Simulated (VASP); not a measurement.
FeO:

```xyz
4
Lattice="3.1803 0.0000 0.0000 -1.5901 2.7542 0.0000 0.0000 0.0000 5.0931" Properties=species:S:1:pos:R:3 pbc="T T T"
Fe    0.0000    1.8361    0.0000
Fe    1.5901    0.9181    2.5466
O     0.0000    1.8361    1.9461
O     1.5901    0.9181    4.4926
```

```yaml
Program: VASP 6.6.1
Task: relaxation of cell and atoms
Functional: PBE
Potentials_or_basis: VASP PAW PBE potentials, release 64 (Fe, O)
Cutoff: 600 eV
k_mesh: 6 × 6 × 4
Occupations: gaussian, width 0.1 eV
Spin: collinear spin, ferromagnetic start
Starting_moments: "[3.53, 3.53, 0.35, 0.35] μB"
```

At the start: pressure 16.5 GPa; volume 11.15 Å³/atom.

Problem. How do energy, volume and symmetry change on relaxing?

Solution. Over 17 steps the energy falls by 86.2 meV/atom and the volume is 11.94 Å³/atom (+7.1 %); space group P6_3mc (No. 186, to 0.1 Å) before and after; moment 8.00 μB per cell.

Step by step:
| step | energy change (eV) | largest force (eV/Å) | pressure (GPa) | volume (Å³) |
| --- | --- | --- | --- | --- |
| 1 | 0.0000 | 0.2246 | 16.50 | 44.61 |
| 2 | -0.1393 | 0.1616 | -8.04 | 52.44 |
| 3 | -0.2242 | 0.1853 | -0.28 | 49.24 |
| 4 | -0.2242 | 0.1862 | -0.02 | 49.15 |
| 5 | -0.2325 | 0.1825 | -0.05 | 49.15 |
| 6 | -0.2587 | 0.0951 | -0.24 | 49.14 |
| 7 | -0.2797 | 0.3713 | -0.64 | 49.10 |
| 8 | -0.2811 | 0.3773 | -0.69 | 49.09 |
| 9 | -0.2850 | 0.3983 | -0.79 | 49.07 |
| 10 | -0.2913 | 0.4521 | -1.00 | 49.03 |
| 11 | -0.2959 | 0.5885 | -1.46 | 48.93 |
| 12 | -0.3078 | 0.4954 | -1.57 | 48.85 |
| 13 | -0.3325 | 0.2346 | -1.79 | 48.59 |
| 14 | -0.3353 | 0.2189 | -1.69 | 48.06 |
| 15 | -0.3415 | 0.0234 | -1.82 | 48.31 |
| 16 | -0.3435 | 0.0284 | -1.19 | 48.09 |
| 17 | -0.3449 | 0.0361 | -0.21 | 47.77 |

Final structure:
```
Fe O
1.0
     3.10713    0.00000    0.00000
    -1.55356    2.69085    0.00000
     0.00000    0.00000    5.71366
Fe O
2 2
Direct
  0.33333 0.66667 0.02244
  0.66667 0.33333 0.52244
  0.33333 0.66667 0.35966
  0.66667 0.33333 0.85966
```

Caveat: the k points lie up to 0.39 Å⁻¹ apart in the final cell; only a ferromagnetic start was run, and an antiferromagnetic order may lie lower in energy.
